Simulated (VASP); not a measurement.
# LiF (Fm-3m) in VASP: a series of runs

Runs on LiF. Level: LDA. Tasks: single point, relaxation of cell and atoms.

Everything below comes from runs of VASP 6.6.1. Logs are shortened: lines on timing, memory, paths and dates and some standing lists are left out, and cuts for length are marked.

## 1. The cell of the first run

Symmetry: Fm-3m, No. 225, cubic system. Conventional cell: a = 4.020 Å, b = 4.020 Å, c = 4.020 Å, α = 90.00°, β = 90.00°, γ = 90.00°. Within 2.7 Å of Li (site symmetry m-3m) lie 6 F at 2.01 Å. F (site symmetry m-3m) has 6 Li at 2.01 Å within 2.7 Å.

## 2. Single point, LDA

File INCAR:

```
SYSTEM = LiF
PREC     = Accurate       ! precision mode
ENCUT    = 750            ! plane-wave cutoff, eV
EDIFF    = 1E-6           ! SCF threshold, eV
ISMEAR   = 0              ! smearing method
SIGMA    = 0.1            ! smearing width, eV
LREAL    = .False.        ! projectors in reciprocal space
LASPH    = .True.         ! aspherical terms in the spheres
NELM     = 120            ! most SCF steps
ALGO     = Normal         ! electronic algorithm
ISIF     = 2              ! what is computed and relaxed
LWAVE    = .False.        ! write WAVECAR
LCHARG   = .False.        ! write CHGCAR
GGA      = CA             ! functional
NBANDS   = 12             ! bands
GGA_COMPAT= .False.
```

File KPOINTS:

```
Automatic mesh
0
Gamma
  8 8 8
  0 0 0
```

File POSCAR:

```
LiF
1.0
    0.0000000000      2.0100000000      2.0100000000
    2.0100000000      0.0000000000      2.0100000000
    2.0100000000      2.0100000000      0.0000000000
Li F
1 1
Direct
    0.0000000000      0.0000000000      0.0000000000
    0.5000000000      0.5000000000      0.5000000000
```

Potentials or basis: VASP PAW LDA potentials, release 64 (Li_sv, F).

Started as:

```sh
$ cat potpaw_LDA.64/Li_sv/POTCAR potpaw_LDA.64/F/POTCAR > POTCAR
$ mpirun -np 1 vasp_std > vasp.out
```

OUTCAR:

```text
SYSTEM = LiF
   PREC = Accurate
   ENCUT = 750
   EDIFF = 1E-6
   ISMEAR = 0
   LREAL = .False.
   LASPH = .True.
   NELM = 120
   ISIF = 2
   GGA = CA

 ion  position               nearest neighbor table
   1  0.000  0.000  0.000-   2 2.01   2 2.01   2 2.01   2 2.01   2 2.01   2 2.01
   2  0.500  0.500  0.500-   1 2.01   1 2.01   1 2.01   1 2.01   1 2.01   1 2.01

  LATTYP: Found a face centered cubic cell.
 ALAT       =     4.0200000000

  Lattice vectors:

 A1 = (   0.0000000000,   2.0100000000,   2.0100000000)
 A2 = (   2.0100000000,   0.0000000000,   2.0100000000)
 A3 = (   2.0100000000,   2.0100000000,   0.0000000000)

Analysis of symmetry for initial positions (statically):
=====================================================================
 Subroutine PRICEL returns:
 Original cell was already a primitive cell.

 Routine SETGRP: Setting up the symmetry group for a
 face centered cubic supercell.

 Subroutine GETGRP returns: Found 48 space group operations
 (whereof 48 operations were pure point group operations)
 out of a pool of 48 trial point group operations.

The static configuration has the point symmetry O_h .

Analysis of symmetry for dynamics (positions and initial velocities):
=====================================================================
 Subroutine PRICEL returns:
 Original cell was already a primitive cell.

 Routine SETGRP: Setting up the symmetry group for a
 face centered cubic supercell.

 Subroutine GETGRP returns: Found 48 space group operations
 (whereof 48 operations were pure point group operations)
 out of a pool of 48 trial point group operations.

The dynamic configuration has the point symmetry O_h .

 Subroutine INISYM returns: Found 48 space group operations
 (whereof 48 operations are pure point group operations),
 and found     1 'primitive' translations

----------------------------------------------------------------------------------------

                                     Primitive cell

  volume of cell :      16.2412

  direct lattice vectors                    reciprocal lattice vectors
     0.000000000  2.010000000  2.010000000    -0.248756219  0.248756219  0.248756219
     2.010000000  0.000000000  2.010000000     0.248756219 -0.248756219  0.248756219
     2.010000000  2.010000000  0.000000000     0.248756219  0.248756219 -0.248756219

  length of vectors
     2.842569260  2.842569260  2.842569260     0.430858410  0.430858410  0.430858410

  position of ions in fractional coordinates (direct lattice)
     0.000000000  0.000000000  0.000000000
     0.500000000  0.500000000  0.500000000

  ion indices of the primitive-cell ions
   primitive index   ion index
                 1           1
                 2           2

----------------------------------------------------------------------------------------

 KPOINTS: Automatic mesh

Automatic generation of k-mesh.
 Grid dimensions read from file:
 generate k-points for:    8    8    8

 Generating k-lattice:

  Cartesian coordinates                     Fractional coordinates (reciprocal lattice)
    -0.031094527  0.031094527  0.031094527     0.125000000  0.000000000  0.000000000
     0.031094527 -0.031094527  0.031094527     0.000000000  0.125000000  0.000000000
     0.031094527  0.031094527 -0.031094527     0.000000000  0.000000000  0.125000000

  Length of vectors
     0.053857301  0.053857301  0.053857301

  Shift w.r.t. Gamma in fractional coordinates (k-lattice)
     0.000000000  0.000000000  0.000000000

 Subroutine IBZKPT returns following result:
 ===========================================

 Found     29 irreducible k-points:

 Following reciprocal coordinates:
            Coordinates               Weight
  0.000000  0.000000  0.000000      1.000000
  0.125000  0.000000  0.000000      8.000000
  0.250000  0.000000  0.000000      8.000000
  0.375000  0.000000  0.000000      8.000000
  0.500000  0.000000  0.000000      4.000000
  0.125000  0.125000  0.000000      6.000000
[... 16 lines left out ...]
  0.500000  0.250000  0.125000     48.000000
 -0.375000  0.250000  0.125000     24.000000
 [... further k-points ...]
   k-points           NKPTS =     29   k-points in BZ     NKDIM =     29   number of bands    NBANDS=     12
   number of dos      NEDOS =    301   number of ions     NIONS =      2
   total plane-waves  NPLWV =  21952
   dimension x,y,z NGX =    28 NGY =   28 NGZ =   28
   dimension x,y,z NGXF=    56 NGYF=   56 NGZF=   56
   ions per type =               1   1
   NGX,Y,Z   is equivalent  to a cutoff of  16.38, 16.38, 16.38 a.u.
   NGXF,Y,Z  is equivalent  to a cutoff of  32.75, 32.75, 32.75 a.u.
 SYSTEM =  LiF
   PREC   = accura    normal or accurate (medium, high low for compatibility)
   ISTART =      0    job   : 0-new  1-cont  2-samecut
   ICHARG =      2    charge: 1-file 2-atom 10-const
   ISPIN  =      1    spin polarized calculation?
   LNONCOLLINEAR =      F non collinear calculations
   LSORBIT =      F    spin-orbit coupling
   LASPH  =      T    aspherical Exc in radial PAW
   ENCUT  =  750.0 eV  55.12 Ry    7.42 a.u.   6.35  6.35  6.35*2*pi/ulx,y,z
   NELM   =    120;   NELMIN=  2; NELMDL= -5     # of ELM steps
   EDIFF  = 0.1E-05   stopping-criterion for ELM
   LREAL  =      F    real-space projection
   EDIFFG = 0.1E-04   stopping-criterion for IOM
   NSW    =      0    number of steps for IOM
   IBRION =     -1    ionic relax: 0-MD 1-quasi-New 2-CG
   NFREE  =      0    steps in history (QN), initial steepest desc. (CG)
   ISIF   =      2    stress and relaxation
   ISYM   =      2    0-nonsym 1-usesym 2-fastsym
   POTIM  = 0.5000    time-step for ionic-motion
   TEBEG  =    0.0;   TEEND  =   0.0 temperature during run
   PSTRESS=    0.0 pullay stress
   NELECT =      10.0000    total number of electrons
   NUPDOWN=      -1.0000    fix difference up-down
   EMIN   =  10.00;   EMAX   =-10.00  energy-range for DOS
   EFERMI =   0.00;   METHOD = LEGACY
   ISMEAR =     0;   SIGMA  =   0.10  broadening in eV -4-tet -1-fermi 0-gaus
   EFERMI_NEDOS =   21; number of points for ismear=-14 and -15
   IALGO  =     38    algorithm
   IMIX   =      4    mixing-type and parameters
     AMIX     =   0.40;   BMIX     =  1.00
     AMIX_MAG =   1.60;   BMIX_MAG =  1.00
  volume/ion in A,a.u.               =       8.12        54.80
  Fermi-wavevector in a.u.,A,eV,Ry     =   1.392736  2.631889 26.391402  1.939713
  Thomas-Fermi vector in A             =   2.516450
   LORBIT       =      0    0 simple, 1 ext, 2 COOP (PROOUT), +10 PAW based schemes
   GGA     = CA    functional components
   LHFCALC =     F    Hartree Fock is set to
   AEXX    =    0.0000 exact exchange contribution
   IVDW    =     0    specifies the selected vdW correction
   LEPSILON=     F    determine dielectric tensor
   LRPA    =     F    only Hartree local field effects (RPA)
 non-spin polarized calculation
 Gauss-broadening in eV      SIGMA  =   0.10
  energy-cutoff  :      750.00
  volume of cell :       16.24
 maximum number of plane-waves:       775
 NGX is ok and might be reduce to    28
   NGX = 13   NGY = 13   NGZ = 13

 number of electron      10.0000003 magnetization

 Free energy of the ion-electron system (eV)
  ---------------------------------------------------
  ext. energy  EPLUGINS =         0.00000000
  ---------------------------------------------------
  free energy    TOTEN  =       -10.48032774 eV

  energy without entropy =      -10.48032774  energy(sigma->0) =      -10.48032774

 E-fermi :  -0.6505     XC(G=0): -10.6986

 val. band max:       -1.2717782741   @ k =   0.0000   0.0000   0.0000
 cond. band min:       7.6085885567   @ k =   0.0000   0.0000   0.0000
 fundamental gap:      8.8803668307
 Fermi energy:        -0.6504597860

 k-point     1 :       0.0000    0.0000    0.0000
  band No.  band energies     occupation
      1     -40.9941      2.00000
      2     -20.8542      2.00000
      3      -1.2718      2.00000
      4      -1.2718      2.00000
      5      -1.2718      2.00000
      6       7.6086      0.00000
      7      22.2711      0.00000
      8      22.2711      0.00000
      9      22.2711      0.00000
     10      22.7016      0.00000
     11      22.7016      0.00000
     12      22.7016      0.00000

 k-point     2 :       0.1250    0.0000    0.0000
  band No.  band energies     occupation
      1     -40.9838      2.00000
      2     -20.7920      2.00000
      3      -1.7217      2.00000
      4      -1.3078      2.00000
      5      -1.3078      2.00000
      6       8.0367      0.00000
      7      18.9226      0.00000
      8      20.6521      0.00000
      9      20.6521      0.00000
     10      23.9565      0.00000
     11      24.0483      0.00000
     12      24.0483      0.00000

 k-point     3 :       0.2500    0.0000    0.0000
  band No.  band energies     occupation
      1     -40.9588      2.00000
      2     -20.6358      2.00000
      3      -2.6850      2.00000
      4      -1.3922      2.00000
      5      -1.3922      2.00000
      6       8.8116      0.00000
      7      16.2993      0.00000
      8      18.8629      0.00000
      9      18.8629      0.00000
     10      25.3667      0.00000
     11      25.9098      0.00000
     12      25.9098      0.00000
[... 286 lines left out ...]
 k-point    23 :       0.5000    0.2500    0.1250
  band No.  band energies     occupation
      1     -40.9218      2.00000
      2     -20.3371      2.00000
      3      -3.4677      2.00000
      4      -2.4354      2.00000
      5      -1.6986      2.00000
      6      10.7040      0.00000
      7      14.3207      0.00000
      8      17.4127      0.00000
      9      17.8628      0.00000
     10      24.0812      0.00000
     11      28.7305      0.00000
     12      31.4265      0.00000

 k-point    24 :      -0.3750    0.2500    0.1250
  band No.  band energies     occupation
      1     -40.9138      2.00000
      2     -20.2709      2.00000
      3      -3.6864      2.00000
      4      -2.5559      2.00000
      5      -1.7686      2.00000
      6      10.8939      0.00000
      7      14.1153      0.00000
      8      17.2743      0.00000
      9      17.5630      0.00000
     10      26.0255      0.00000
     11      27.0875      0.00000
     12      32.6200      0.00000

 [... further k-points ...]
[... 5 lines left out ...]
  --------------------------------------------------------------------------------------
  -------------------------------------------------------------------------------------
  Total       -0.6675541     -0.6675541     -0.6675541      0.0000000      0.0000000      0.0000000
  in kB      -65.8535046    -65.8535046    -65.8535046      0.0000000      0.0000000      0.0000000
  external PRESSURE =     -65.8535046 kB  Pullay stress =       0.0000000 kB

 VOLUME and BASIS-vectors are now :
 -----------------------------------------------------------------------------
  energy-cutoff  :      750.00
  volume of cell :       16.24
      direct lattice vectors                 reciprocal lattice vectors
     0.000000000  2.010000000  2.010000000    -0.248756219  0.248756219  0.248756219
     2.010000000  0.000000000  2.010000000     0.248756219 -0.248756219  0.248756219
     2.010000000  2.010000000  0.000000000     0.248756219  0.248756219 -0.248756219

 POSITION                                       TOTAL-FORCE (eV/Angst)
 -----------------------------------------------------------------------------------
      0.00000      0.00000      0.00000         0.000000     -0.000000     -0.000000
      2.01000      2.01000      2.01000        -0.000000      0.000000      0.000000
 -----------------------------------------------------------------------------------
    total drift:                                0.000000      0.000000      0.000000

  FREE ENERGIE OF THE ION-ELECTRON SYSTEM (eV)
  ---------------------------------------------------
  free  energy   TOTEN  =       -10.4803277445 eV

  energy  without entropy=      -10.4803277445  energy(sigma->0) =      -10.48032774
```

Wall time 8.8 s (1 thread of Intel Xeon 8259CL, shared host); peak memory 0.13 GiB.

Results:

- Free energy: -10.4803 eV
- Pressure: -6.6 GPa
- Band gap on the k mesh: 8.88 eV

Caveat: the cell stands under tension.

(Continued in part 2 of 2.)
